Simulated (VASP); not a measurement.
# BiS (Pm-3m) in VASP: a series of runs

The runs below take BiS through single point, relaxation of cell and atoms, with PBEsol+D4, PBEsol+D3(BJ).

Program: VASP 6.6.1. These are calculated values, not measurements. Logs are shortened: lines on timing, memory, paths and dates and some standing lists are left out, and cuts for length are marked.

### Step 1. The cell of the first run

Symmetry: Pm-3m, No. 221, cubic system. The conventional cell has a = 3.508 Å, b = 3.508 Å, c = 3.508 Å, α = 90.00°, β = 90.00°, γ = 90.00°. Bi (site symmetry m-3m) has 8 S at 3.04 Å and 6 Bi at 3.51 Å within 4.0 Å. S (site symmetry m-3m) has 8 Bi at 3.04 Å and 6 S at 3.51 Å within 4.0 Å.

### Step 2. Single point, PBEsol+D4

File INCAR:

```
SYSTEM = BiS
ALGO = Normal ; EDIFF = 1E-6
ENCUT = 520 ; GGA = PS
ISIF = 2 ; ISMEAR = -1
IVDW = 13 ; LASPH = .True.
LCHARG = .True. ; LELF = .True.
LREAL = .False. ; LVHAR = .True.
LWAVE = .False. ; NBANDS = 18
NELM = 80 ; PREC = Accurate
SIGMA = 0.05
```

File KPOINTS:

```
k-points
0
Gamma
  7 7 7
  0 0 0
```

File POSCAR:

```
BiS
1.0
    3.5076943579      0.0000000000      0.0000000000
    0.0000000000      3.5076943579      0.0000000000
    0.0000000000      0.0000000000      3.5076943579
Bi S
1 1
Direct
    0.5000000000      0.5000000000      0.5000000000
    0.0000000000      0.0000000000      0.0000000000
```

Potentials or basis: VASP PAW PBE potentials, release 64 (Bi_d, S).

The run is started by

```sh
> cat potpaw_PBE.64/Bi_d/POTCAR potpaw_PBE.64/S/POTCAR > POTCAR
> mpirun -np 1 vasp_std > vasp.out
```

OUTCAR:

```text
SYSTEM = BiS
   EDIFF = 1E-6
   ENCUT = 520
   GGA = PS
   ISIF = 2
   ISMEAR = -1
   IVDW = 13
   LASPH = .True.
   LREAL = .False.
   NELM = 80
   PREC = Accurate

 ion  position               nearest neighbor table
   1  0.500  0.500  0.500-   2 3.04   2 3.04   2 3.04   2 3.04   2 3.04   2 3.04   2 3.04   2 3.04

   2  0.000  0.000  0.000-   1 3.04   1 3.04   1 3.04   1 3.04   1 3.04   1 3.04   1 3.04   1 3.04

  LATTYP: Found a simple cubic cell.
 ALAT       =     3.5076943579

  Lattice vectors:

 A1 = (   3.5076943579,   0.0000000000,   0.0000000000)
 A2 = (   0.0000000000,   3.5076943579,   0.0000000000)
 A3 = (   0.0000000000,   0.0000000000,   3.5076943579)

Analysis of symmetry for initial positions (statically):
=====================================================================
 Subroutine PRICEL returns:
 Original cell was already a primitive cell.

 Routine SETGRP: Setting up the symmetry group for a
 simple cubic supercell.

 Subroutine GETGRP returns: Found 48 space group operations
 (whereof 48 operations were pure point group operations)
 out of a pool of 48 trial point group operations.

The static configuration has the point symmetry O_h .

Analysis of symmetry for dynamics (positions and initial velocities):
=====================================================================
 Subroutine PRICEL returns:
 Original cell was already a primitive cell.

 Routine SETGRP: Setting up the symmetry group for a
 simple cubic supercell.

 Subroutine GETGRP returns: Found 48 space group operations
 (whereof 48 operations were pure point group operations)
 out of a pool of 48 trial point group operations.

The dynamic configuration has the point symmetry O_h .

 Subroutine INISYM returns: Found 48 space group operations
 (whereof 48 operations are pure point group operations),
 and found     1 'primitive' translations

----------------------------------------------------------------------------------------

                                     Primitive cell

  volume of cell :      43.1584

  direct lattice vectors                    reciprocal lattice vectors
     3.507694358  0.000000000  0.000000000     0.285087553  0.000000000  0.000000000
     0.000000000  3.507694358  0.000000000     0.000000000  0.285087553  0.000000000
     0.000000000  0.000000000  3.507694358     0.000000000  0.000000000  0.285087553

  length of vectors
     3.507694358  3.507694358  3.507694358     0.285087553  0.285087553  0.285087553

  position of ions in fractional coordinates (direct lattice)
     0.500000000  0.500000000  0.500000000
     0.000000000  0.000000000  0.000000000

  ion indices of the primitive-cell ions
   primitive index   ion index
                 1           1
                 2           2

----------------------------------------------------------------------------------------

 KPOINTS: k-points

Automatic generation of k-mesh.
 Grid dimensions read from file:
 generate k-points for:    7    7    7

 Generating k-lattice:

  Cartesian coordinates                     Fractional coordinates (reciprocal lattice)
     0.040726793  0.000000000  0.000000000     0.142857143  0.000000000  0.000000000
     0.000000000  0.040726793  0.000000000     0.000000000  0.142857143  0.000000000
     0.000000000  0.000000000  0.040726793     0.000000000  0.000000000  0.142857143

  Length of vectors
     0.040726793  0.040726793  0.040726793

  Shift w.r.t. Gamma in fractional coordinates (k-lattice)
     0.000000000  0.000000000  0.000000000

 Subroutine IBZKPT returns following result:
 ===========================================

 Found     20 irreducible k-points:

 Following reciprocal coordinates:
            Coordinates               Weight
  0.000000  0.000000  0.000000      1.000000
  0.142857  0.000000  0.000000      6.000000
  0.285714  0.000000  0.000000      6.000000
  0.428571  0.000000  0.000000      6.000000
  0.142857  0.142857  0.000000     12.000000
  0.285714  0.142857  0.000000     24.000000
[... 12 lines left out ...]
  0.428571  0.428571  0.285714     24.000000
  0.428571  0.428571  0.428571      8.000000
   k-points           NKPTS =     20   k-points in BZ     NKDIM =     20   number of bands    NBANDS=     18
   number of dos      NEDOS =    301   number of ions     NIONS =      2
   total plane-waves  NPLWV =  21952
   dimension x,y,z NGX =    28 NGY =   28 NGZ =   28
   dimension x,y,z NGXF=    56 NGYF=   56 NGZF=   56
   ions per type =               1   1
   NGX,Y,Z   is equivalent  to a cutoff of  13.27, 13.27, 13.27 a.u.
   NGXF,Y,Z  is equivalent  to a cutoff of  26.54, 26.54, 26.54 a.u.
 SYSTEM =  BiS
   PREC   = accura    normal or accurate (medium, high low for compatibility)
   ISTART =      0    job   : 0-new  1-cont  2-samecut
   ICHARG =      2    charge: 1-file 2-atom 10-const
   ISPIN  =      1    spin polarized calculation?
   LNONCOLLINEAR =      F non collinear calculations
   LSORBIT =      F    spin-orbit coupling
   LASPH  =      T    aspherical Exc in radial PAW
   ENCUT  =  520.0 eV  38.22 Ry    6.18 a.u.   6.52  6.52  6.52*2*pi/ulx,y,z
   NELM   =     80;   NELMIN=  2; NELMDL= -5     # of ELM steps
   EDIFF  = 0.1E-05   stopping-criterion for ELM
   LREAL  =      F    real-space projection
   EDIFFG = 0.1E-04   stopping-criterion for IOM
   NSW    =      0    number of steps for IOM
   IBRION =     -1    ionic relax: 0-MD 1-quasi-New 2-CG
   NFREE  =      0    steps in history (QN), initial steepest desc. (CG)
   ISIF   =      2    stress and relaxation
   ISYM   =      2    0-nonsym 1-usesym 2-fastsym
   POTIM  = 0.5000    time-step for ionic-motion
   TEBEG  =    0.0;   TEEND  =   0.0 temperature during run
   PSTRESS=    0.0 pullay stress
   NELECT =      21.0000    total number of electrons
   NUPDOWN=      -1.0000    fix difference up-down
   EMIN   =  10.00;   EMAX   =-10.00  energy-range for DOS
   EFERMI =   0.00;   METHOD = LEGACY
   ISMEAR =    -1;   SIGMA  =   0.05  broadening in eV -4-tet -1-fermi 0-gaus
   EFERMI_NEDOS =   21; number of points for ismear=-14 and -15
   IALGO  =     38    algorithm
   IMIX   =      4    mixing-type and parameters
     AMIX     =   0.40;   BMIX     =  1.00
     AMIX_MAG =   1.60;   BMIX_MAG =  1.00
  volume/ion in A,a.u.               =      21.58       145.62
  Fermi-wavevector in a.u.,A,eV,Ry     =   1.287635  2.433278 22.558521  1.658004
  Thomas-Fermi vector in A             =   2.419638
   LORBIT       =      0    0 simple, 1 ext, 2 COOP (PROOUT), +10 PAW based schemes
   GGA     = PS    functional components
   LHFCALC =     F    Hartree Fock is set to
   AEXX    =    0.0000 exact exchange contribution
   IVDW    =    13    specifies the selected vdW correction
   LEPSILON=     F    determine dielectric tensor
   LRPA    =     F    only Hartree local field effects (RPA)
 non-spin polarized calculation
  energy-cutoff  :      520.00
  volume of cell :       43.16
 maximum number of plane-waves:      1189
 NGX is ok and might be reduce to    28
   NGX = 13   NGY = 13   NGZ = 13

 number of electron      21.0000008 magnetization

 Free energy of the ion-electron system (eV)
  ---------------------------------------------------
  ext. energy  EPLUGINS =         0.00000000
  ---------------------------------------------------
  free energy    TOTEN  =        -8.79568494 eV

  energy without entropy =       -8.77769873  energy(sigma->0) =       -8.78669184

 E-fermi :   9.1838     XC(G=0): -11.1245

 val. band max:        9.1773210773   @ k =   0.4286   0.2857   0.1429
 cond. band min:       9.2114544128   @ k =   0.2857   0.2857   0.0000
 fundamental gap:      0.0341333355
 Fermi energy:         9.1837778980

 k-point     1 :       0.0000    0.0000    0.0000
  band No.  band energies     occupation
      1     -14.5998      2.00000
      2     -14.5998      2.00000
      3     -14.4314      2.00000
      4     -14.4314      2.00000
      5     -14.4314      2.00000
      6      -6.7586      2.00000
[... 10 lines left out ...]
     17      20.7204      0.00000
     18      20.7249      0.00000

 k-point     2 :       0.1429    0.0000    0.0000
  band No.  band energies     occupation
      1     -14.5985      2.00000
      2     -14.5742      2.00000
      3     -14.4399      2.00000
      4     -14.4399      2.00000
      5     -14.4307      2.00000
      6      -6.5330      2.00000
[... 10 lines left out ...]
     17      20.3837      0.00000
     18      20.4101      0.00000

 k-point     3 :       0.2857    0.0000    0.0000
  band No.  band energies     occupation
      1     -14.5956      2.00000
      2     -14.5167      2.00000
      3     -14.4589      2.00000
      4     -14.4589      2.00000
      5     -14.4288      2.00000
      6      -5.8724      2.00000
[... 10 lines left out ...]
     17      20.7063      0.00000
     18      20.7301      0.00000

 k-point     4 :       0.4286    0.0000    0.0000
  band No.  band energies     occupation
      1     -14.5932      2.00000
      2     -14.4741      2.00000
      3     -14.4741      2.00000
      4     -14.4706      2.00000
      5     -14.4274      2.00000
      6      -4.8888      2.00000
[... 10 lines left out ...]
     17      20.6918      0.00000
     18      21.8572      0.00000

 k-point     5 :       0.1429    0.1429    0.0000
  band No.  band energies     occupation
      1     -14.5853      2.00000
      2     -14.5604      2.00000
      3     -14.4493      2.00000
      4     -14.4395      2.00000
      5     -14.4386      2.00000
      6      -6.3096      2.00000
[... 10 lines left out ...]
     17      19.1987      0.00000
     18      21.7582      0.00000

 k-point     6 :       0.2857    0.1429    0.0000
  band No.  band energies     occupation
      1     -14.5781      2.00000
      2     -14.5067      2.00000
      3     -14.4703      2.00000
      4     -14.4578      2.00000
      5     -14.4370      2.00000
      6      -5.6586      2.00000
[... 10 lines left out ...]
     17      18.8711      0.00000
     18      20.0741      0.00000

 k-point     7 :       0.4286    0.1429    0.0000
  band No.  band energies     occupation
      1     -14.5751      2.00000
      2     -14.4871      2.00000
      3     -14.4728      2.00000
      4     -14.4607      2.00000
      5     -14.4354      2.00000
      6      -4.7077      2.00000
[... 10 lines left out ...]
     17      19.9478      0.00000
     18      20.5936      0.00000

 k-point     8 :       0.2857    0.2857    0.0000
  band No.  band energies     occupation
      1     -14.5538      2.00000
      2     -14.4957      2.00000
      3     -14.4690      2.00000
      4     -14.4560      2.00000
      5     -14.4546      2.00000
      6      -5.0486      2.00000
[... 10 lines left out ...]
     17      18.6372      0.00000
     18      20.7768      0.00000
[... 145 lines left out ...]
     17      20.5573      0.00000
     18      21.3859      0.00000

 k-point    16 :       0.4286    0.4286    0.1429
  band No.  band energies     occupation
      1     -14.5355      2.00000
      2     -14.5023      2.00000
      3     -14.4786      2.00000
      4     -14.4783      2.00000
      5     -14.3922      2.00000
      6      -3.6321      2.00000
[... 10 lines left out ...]
     17      20.0871      0.00000
     18      22.2704      0.00000

 k-point    17 :       0.2857    0.2857    0.2857
  band No.  band energies     occupation
      1     -14.4934      2.00000
      2     -14.4870      2.00000
      3     -14.4870      2.00000
      4     -14.4659      2.00000
      5     -14.4659      2.00000
      6      -4.3421      2.00000
[... 10 lines left out ...]
     17      22.0342      0.00000
     18      22.0342      0.00000

 k-point    18 :       0.4286    0.2857    0.2857
  band No.  band energies     occupation
      1     -14.5105      2.00000
      2     -14.5044      2.00000
      3     -14.4851      2.00000
      4     -14.4646      2.00000
      5     -14.4173      2.00000
      6      -3.7427      2.00000
[... 10 lines left out ...]
     17      22.5773      0.00000
     18      22.8965      0.00000

 k-point    19 :       0.4286    0.4286    0.2857
  band No.  band energies     occupation
      1     -14.5281      2.00000
      2     -14.5029      2.00000
      3     -14.5022      2.00000
      4     -14.4401      2.00000
      5     -14.3910      2.00000
      6      -3.4173      2.00000
[... 10 lines left out ...]
     17      23.4383      0.00000
     18      23.7209      0.00000

 k-point    20 :       0.4286    0.4286    0.4286
  band No.  band energies     occupation
      1     -14.5230      2.00000
      2     -14.5212      2.00000
      3     -14.5212      2.00000
      4     -14.3900      2.00000
      5     -14.3900      2.00000
      6      -3.2275      2.00000
[... 10 lines left out ...]
     17      24.8459      0.00000
     18      24.8483      0.00000

------------------------ aborting loop because EDIFF is reached ----------------------------------------

  DFT-D4 for vdW energy calculation

  Edisp (eV):   -0.60089

  FORCE on cell =-STRESS in cart. coord.  units (eV):
  Direction    XX          YY          ZZ          XY          YZ          ZX
  --------------------------------------------------------------------------------------
  -------------------------------------------------------------------------------------
  Total      -0.00917    -0.00917    -0.00917     0.00000     0.00000     0.00000
  in kB      -0.34026    -0.34026    -0.34026     0.00000     0.00000     0.00000
  external pressure =       -0.34 kB  Pullay stress =        0.00 kB

 VOLUME and BASIS-vectors are now :
 -----------------------------------------------------------------------------
  energy-cutoff  :      520.00
  volume of cell :       43.16
      direct lattice vectors                 reciprocal lattice vectors
     3.507694358  0.000000000  0.000000000     0.285087553  0.000000000  0.000000000
     0.000000000  3.507694358  0.000000000     0.000000000  0.285087553  0.000000000
     0.000000000  0.000000000  3.507694358     0.000000000  0.000000000  0.285087553

 POSITION                                       TOTAL-FORCE (eV/Angst)
 -----------------------------------------------------------------------------------
      1.75385      1.75385      1.75385         0.000000      0.000000      0.000000
      0.00000      0.00000      0.00000         0.000000      0.000000      0.000000
 -----------------------------------------------------------------------------------
    total drift:                                0.000000      0.000000      0.000000

  FREE ENERGIE OF THE ION-ELECTRON SYSTEM (eV)
  ---------------------------------------------------
  free  energy   TOTEN  =        -9.3965743612 eV

  energy  without entropy=       -9.3785881540  energy(sigma->0) =       -9.38758126
```

Run time: 11 s. Hardware: 1 thread of Intel Xeon 6975P-C, shared host; peak memory 0.16 GiB.

Results:

```yaml
Free_energy: -9.3966 eV
Pressure: 0.0 GPa
Dispersion_energy_per_atom: -0.300 eV
```

Levels at points of the mesh, in eV from the Fermi level:
| k point | band 8 | band 9 | band 10 | band 11 | band 12 | band 13 |
| --- | --- | --- | --- | --- | --- | --- |
| (0.00, 0.00, 0.00) | -3.50 | -3.50 | -3.50 | 3.44 | 3.44 | 4.72 |

Caveat: the PAW data sets were made with another functional, which shifts forces and pressure a little; spin-orbit coupling is left out, which moves the levels of the heavy elements; pairwise dispersion overbinds metals, which lowers pressure and volume.

[end of part 1 of 2]
